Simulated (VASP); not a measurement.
# Ge (Imma) in VASP: notebook, part 2 of 2

VASP 6.6.1. The steps go on from the part before.

## 3. Electric field gradients, r2SCAN

Input file POSCAR:

```
Ge
1.0
   -2.4958980000      2.6508630000      1.4369470000
    2.4958980000     -2.6508630000      1.4369470000
    2.4958980000      2.6508630000     -1.4369470000
Ge
2
Direct
    0.6859430000      0.9359430000      0.7500000000
    0.3140570000      0.0640570000      0.2500000000
```

Input file INCAR.step1:

```
ALGO = Normal ; EDIFF = 1E-4
ENCUT = 520 ; GGA = PE
ISMEAR = -1 ; LASPH = T
LCHARG = F ; LREAL = F
LWAVE = T ; NBANDS = 21
NELM = 100 ; PREC = Accurate
SIGMA = 0.03
```

Input file INCAR.step2:

```
ALGO = Normal ; EDIFF = 1E-8
ENCUT = 520 ; ISIF = 2
ISMEAR = -1 ; ISTART = 1
LASPH = T ; LCHARG = F
LEFG = T ; LMIXTAU = T
LREAL = F ; LWAVE = F
METAGGA = R2SCAN ; NBANDS = 21
NELM = 100 ; PREC = Accurate
SIGMA = 0.03
```

Input file KPOINTS:

```
k-points
0
Gamma
  15 15 15
```

Potentials or basis: VASP PAW PBE potentials, release 64 (Ge_d).

Launch:

```sh
> cat potpaw_PBE.64/Ge_d/POTCAR > POTCAR
> cp INCAR.step1 INCAR
> mpirun -np 1 vasp_std > vasp.out
> cp INCAR.step2 INCAR
> mpirun -np 1 vasp_std > vasp.out
```

OUTCAR:

```text
EDIFF = 1E-8
   ENCUT = 520
   ISIF = 2
   ISMEAR = -1
   ISTART = 1
   LASPH = T
   LREAL = F
   METAGGA = R2SCAN
   NELM = 100
   PREC = Accurate

 ion  position               nearest neighbor table
   1  0.686  0.936  0.750-   2 2.68   2 2.68   2 2.72   2 2.72
   2  0.314  0.064  0.250-   1 2.68   1 2.68   1 2.72   1 2.72

  LATTYP: Found a body centered orthorhombic cell.
 ALAT       =     2.8738940000
 B/A-ratio  =     1.7369450648
 C/A-ratio  =     1.8447882907

  Lattice vectors:

 A1 = (   2.4958980000,  -2.6508630000,   1.4369470000)
 A2 = (  -2.4958980000,  -2.6508630000,  -1.4369470000)
 A3 = (   2.4958980000,   2.6508630000,  -1.4369470000)

Analysis of symmetry for initial positions (statically):
=====================================================================
 Subroutine PRICEL returns:
 Original cell was already a primitive cell.

 Routine SETGRP: Setting up the symmetry group for a
 body centered orthorhombic supercell.

 Subroutine GETGRP returns: Found  8 space group operations
 (whereof  4 operations were pure point group operations)
 out of a pool of  8 trial point group operations.

The static configuration has the point symmetry C_2h.
 The point group associated with its full space group is D_2h.

Analysis of symmetry for dynamics (positions and initial velocities):
=====================================================================
 Subroutine PRICEL returns:
 Original cell was already a primitive cell.

 Routine SETGRP: Setting up the symmetry group for a
 body centered orthorhombic supercell.

 Subroutine GETGRP returns: Found  8 space group operations
 (whereof  4 operations were pure point group operations)
[... 160 lines left out ...]
      1     -19.0807      2.00000
      2     -19.0009      2.00000
      3     -18.9974      2.00000
      4     -18.9921      2.00000
      5     -18.9584      2.00000
      6     -18.9165      2.00000
[... 565 lines left out ...]
     20      17.2205      0.00000
     21      17.7196      0.00000

 [... further k-points ...]

------------------------ aborting loop because EDIFF is reached ----------------------------------------

  FORCE on cell =-STRESS in cart. coord.  units (eV):
  Direction    XX          YY          ZZ          XY          YZ          ZX
  --------------------------------------------------------------------------------------
  -------------------------------------------------------------------------------------
  Total       -0.3089883     -0.5964918     -0.2011847      0.0000000      0.0000000      0.0000000
  in kB      -13.0178049    -25.1304464     -8.4759935      0.0000000      0.0000000      0.0000000
  external PRESSURE =     -15.5414149 kB  Pullay stress =       0.0000000 kB

 VOLUME and BASIS-vectors are now :
 -----------------------------------------------------------------------------
  energy-cutoff  :      520.00
  volume of cell :       38.03
      direct lattice vectors                 reciprocal lattice vectors
    -2.495898000  2.650863000  1.436947000     0.000000000  0.188617820  0.347959946
     2.495898000 -2.650863000  1.436947000     0.200328699  0.000000000  0.347959946
     2.495898000  2.650863000 -1.436947000     0.200328699  0.188617820  0.000000000

 POSITION                                       TOTAL-FORCE (eV/Angst)
 -----------------------------------------------------------------------------------
      2.49590      1.32543      1.25285        -0.000000     -0.000000     -0.071301
      0.00000      1.32543      0.18409         0.000000      0.000000      0.071301
 -----------------------------------------------------------------------------------
    total drift:                               -0.000000     -0.000000      0.000000

  FREE ENERGIE OF THE ION-ELECTRON SYSTEM (eV)
  ---------------------------------------------------
  free  energy   TOTEN  =       -27.0030048952 eV

  energy  without entropy=      -27.0007501505  energy(sigma->0) =      -27.00187752

 Electric field gradients (V/A^2)
---------------------------------------------------------------------
 ion       V_xx      V_yy      V_zz      V_xy      V_xz      V_yz
---------------------------------------------------------------------
   1       6.481   -38.455    31.974     0.003     0.003     0.002
   2       6.481   -38.455    31.974     0.003     0.003     0.002
---------------------------------------------------------------------

 Electric field gradients after diagonalization (V/A^2)
 (convention: |V_zz| > |V_xx| > |V_yy|)
----------------------------------------------------------------------
 ion       V_xx      V_yy      V_zz     asymmetry (V_yy - V_xx)/ V_zz
----------------------------------------------------------------------
   1      31.974     6.481   -38.455       0.663
   2      31.974     6.481   -38.455       0.663
----------------------------------------------------------------------

           NMR quadrupolar parameters

 Cq : quadrupolar parameter    Cq=e*Q*V_zz/h
 eta: asymmetry parameters     (V_yy - V_xx)/ V_zz
 Q  : nuclear electric quadrupole moment in mb (millibarn)
----------------------------------------------------------------------
 ion       Cq(MHz)       eta       Q (mb)
----------------------------------------------------------------------
   1      -0.093       0.663       1.000
   2      -0.093       0.663       1.000
----------------------------------------------------------------------
```

OSZICAR.step1:

```text
N       E                     dE             d eps       ncg     rms          rms(c)
DAV:   1     0.174006460202E+03    0.17401E+03   -0.14223E+04 24634   0.378E+03
DAV:   2     0.150945516225E+02   -0.15891E+03   -0.15410E+03 21594   0.587E+02
DAV:   3    -0.792135978336E+01   -0.23016E+02   -0.22814E+02 24512   0.132E+02
DAV:   4    -0.856785810050E+01   -0.64650E+00   -0.64602E+00 24129   0.256E+01
DAV:   5    -0.857741929298E+01   -0.95612E-02   -0.95610E-02 24395   0.342E+00    0.200E+00
DAV:   6    -0.856508861266E+01    0.12331E-01   -0.18231E-02 29191   0.228E+00    0.113E+00
DAV:   7    -0.856031380864E+01    0.47748E-02   -0.13420E-02 29295   0.174E+00    0.108E-01
DAV:   8    -0.856018903361E+01    0.12478E-03   -0.20530E-03 27422   0.794E-01    0.384E-02
DAV:   9    -0.856019318789E+01   -0.41543E-05   -0.50792E-05 16462   0.105E-01
   1 F= -.85601932E+01 E0= -.85589677E+01  d E =-.245106E-02
```

Wall time 29 min (1 thread of Intel Xeon 6975P-C (Granite Rapids), shared host); peak memory 0.43 GiB.

What came out:

```
Free energy                             : -27.0030 eV
Pressure                                : -1.6 GPa
Largest force                           : 0.071 eV/Å
Band gap on the k mesh                  : zero (bands 14 and 15 overlap by 6.13 eV)
Largest electric field gradient by atom : Ge -38.5 V/Å²
```

Forces in eV/Å, atoms in the order of the input:
```
Ge   0.000  0.000 -0.071
Ge   0.000  0.000  0.071
```

Stress tensor (GPa, compression positive):
```
-1.30  0.00  0.00
 0.00 -2.51  0.00
 0.00  0.00 -0.85
```

Electric field gradients, principal values (V/Å²):
| atom | least | middle | greatest (by size) |
| --- | --- | --- | --- |
| 1 Ge | 6.481 | 31.974 | -38.455 |
| 2 Ge | 6.481 | 31.974 | -38.455 |

Caveat: without QUAD_EFG the Cq values of the log hold for a quadrupole moment of 1 mb, not for the nuclei; the PAW data sets were made with another functional, which shifts forces and pressure a little.
